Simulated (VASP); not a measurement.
Set up this calculation in VASP 6.6.1, as the native input.

| Item | Value |
| --- | --- |
| Task | single point |
| Functional | PBE |
| Potentials or basis | VASP PAW PBE potentials, release 64 (Mg, F) |
| Cutoff | 600 eV |
| k mesh | 6 × 6 × 8 |
| Occupations | gaussian, width 0.02 eV |
| Spin | no spin polarisation |
| Dipole correction | no |
| Further INCAR settings | ALGO = Normal; EDIFF = 1e-06; NBANDS = 25 |

The structure of MgF2 lies in POSCAR:

```
MgF2
1.0
    4.4861899013      0.0000000000      0.0000000000
    0.0000000000      4.4861899013      0.0000000000
    0.0000000000      0.0000000000      3.1941528983
Mg F
2 4
Direct
    0.5000000000      0.5000000000      0.5000000000
    0.0000000000      0.0000000000      0.0000000000
    0.6952986136      0.6952986136      0.0000000000
    0.8047013864      0.1952986136      0.5000000000
    0.3047013864      0.3047013864      0.0000000000
    0.1952986136      0.8047013864      0.5000000000
```

These files were run (other wordings do the same):

INCAR

```
PREC = Accurate
ENCUT = 600
EDIFF = 1E-6
ISMEAR = 0
SIGMA = 0.02
LREAL = False
LASPH = True
NELM = 120
ALGO = Normal
ISIF = 2
LWAVE = False
LCHARG = False
GGA = PE
NBANDS = 25
GGA_COMPAT = False
```

KPOINTS

```
Automatic mesh
0
Gamma
  6 6 8
```

Potentials or basis: VASP PAW PBE potentials, release 64 (Mg, F).

Command:

```console
$ cat potpaw_PBE.64/Mg/POTCAR potpaw_PBE.64/F/POTCAR > POTCAR
$ mpirun -np 1 vasp_std > vasp.out
```

Results of the run:

| Quantity | Value |
| --- | --- |
| Pressure | 4.9 GPa |
| Band gap on the k mesh | 7.09 eV, direct |

Wall time 26 s on 1 thread of Intel(R) Xeon(R) 6975P-C (Granite Rapids), on a shared host, peak memory 0.23 GiB.
